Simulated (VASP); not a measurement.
Here is a VASP 6.6.1 calculation.

Contents of POSCAR:

```
Pt
1.0
    2.7861346167      0.0000000000      0.0000000000
    0.0000000000      2.7861346167      0.0000000000
    0.0000000000      0.0000000000     26.8205680848
Pt
7
Direct
    0.5000000000      0.5000000000      0.2796361351
    0.0000000000      0.0000000000      0.3530907567
    0.5000000000      0.5000000000      0.4265453784
    0.0000000000      0.0000000000      0.5000000000
    0.5000000000      0.5000000000      0.5734546216
    0.0000000000      0.0000000000      0.6469092433
    0.5000000000      0.5000000000      0.7203638649
```

File INCAR.step1:

```
SYSTEM = Pt
  PREC = Accurate
  ENCUT = 520
  ISMEAR = 0
  SIGMA = 0.1
  LREAL = .FALSE.
  LASPH = .TRUE.
  NELM = 80
  LDIPOL = .TRUE.
  IDIPOL = 3
  DIPOL = 0.5 0.5 0.500
  NBANDS = 44
  GGA = PE
  ALGO = Normal
  EDIFF = 1E-4
  LWAVE = .TRUE.
  LCHARG = .FALSE.
```

The input INCAR.step2:

```
SYSTEM = Pt
  PREC = Accurate
  ENCUT = 520
  EDIFF = 1E-6
  ISMEAR = 0
  SIGMA = 0.1
  LREAL = .FALSE.
  LASPH = .TRUE.
  NELM = 80
  ALGO = Normal
  ISIF = 2
  LWAVE = .FALSE.
  LCHARG = .FALSE.
  LDIPOL = .TRUE.
  IDIPOL = 3
  DIPOL = 0.5 0.5 0.500
  METAGGA = R2SCAN
  LMIXTAU = .TRUE.
  NBANDS = 44
  ISTART = 1
```

KPOINTS

```
regular mesh
0
G
  12 12 1
  0 0 0
```

Potentials or basis: VASP PAW PBE potentials, release 64 (Pt).

Launch:

```console
$ cat potpaw_PBE.64/Pt/POTCAR > POTCAR
$ cp INCAR.step1 INCAR
$ mpirun -np 1 vasp_std > vasp.out
$ cp INCAR.step2 INCAR
$ mpirun -np 1 vasp_std > vasp.out
```

Problem. Predict the largest force.

Solution. 0.287 eV/Å.

Problem. Estimate the band gap on the k mesh.

Solution. Zero (band 35 reaches 3.85 eV, above the bottom of band 36 at 2.21 eV).

Forces on the atoms (eV/Å):
```
Pt   0.000  0.000  0.287
Pt   0.000  0.000 -0.239
Pt   0.000  0.000 -0.101
Pt   0.000  0.000  0.000
Pt   0.000  0.000  0.101
Pt   0.000  0.000  0.239
Pt   0.000  0.000 -0.287
```

Caveat: the PAW data sets were made with another functional, which shifts forces and pressure a little; spin-orbit coupling is left out, which moves the levels of the heavy elements.
